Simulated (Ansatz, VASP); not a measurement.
**Two plane-wave programs on Si2Ge**

```
CELL_PARAMETERS angstrom
4.63306 0.00000 0.00000
-2.31653 4.01235 0.00000
0.00000 0.00000 2.62805
ATOMIC_POSITIONS crystal
Si 0.33333 0.66667 0.50000
Si 0.66667 0.33333 0.50000
Ge 0.00000 0.00000 0.00000
```

Alike in both runs: task relaxation of cell and atoms; functional PBE; k mesh 12 × 12 × 18; occupations gaussian, width 0.1 eV; no spin polarisation.

```csv
,VASP,Ansatz
version,VASP 6.6.1,Ansatz 0.2.0
potentials or method,"VASP PAW PBE potentials, release 64 (Si, Ge_d), cutoff 600 eV","scalar-relativistic, plane waves, PAW"
valence electrons in the cell,22,22
```

Ansatz gave:

```
gap on the k mesh at the Fermi level, each at its own relaxed structure (eV) : none
relaxed volume (Å³/atom)                                                     : 16.32
relaxed cell length with the largest relative difference (Å)                 : 2.747
```

Q: Which values does VASP return?

A: gap on the k mesh at the Fermi level, each at its own relaxed structure (eV): none; relaxed volume (Å³/atom): 16.33; relaxed cell length with the largest relative difference (Å): 2.749.

A gap of «none» marks a metal or a gap that the smearing closes.
